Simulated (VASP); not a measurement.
Crystal: Pt.

```xyz
1
Lattice="0.0000 1.9609 1.9609 1.9609 0.0000 1.9609 1.9609 1.9609 0.0000" Properties=species:S:1:pos:R:3 pbc="T T T"
Pt    0.0000    0.0000    0.0000
```

Base run:

```yaml
Program: VASP 6.6.1
Functional: r2SCAN
Potentials_or_basis: VASP PAW PBE potentials, release 64 (Pt)
Cutoff: 550 eV
k_mesh: 15 × 15 × 15
Occupations: fermi-dirac, width 0.1 eV
Spin: no spin polarisation
```

Its results: band gap on the k mesh zero (bands 5 and 6 overlap by 2.33 eV); pressure 5.1 GPa.

The run is repeated on the same cell with these changes: functional from r2SCAN to RPBE; cutoff from 550 eV to 500 eV. What comes out?

Band gap on the k mesh zero (bands 5 and 6 overlap by 2.19 eV); pressure 14.2 GPa.

Caveats: the cell stands under pressure; the PAW data sets were made with another functional, which shifts forces and pressure a little; spin-orbit coupling is left out, which moves the levels of the heavy elements.
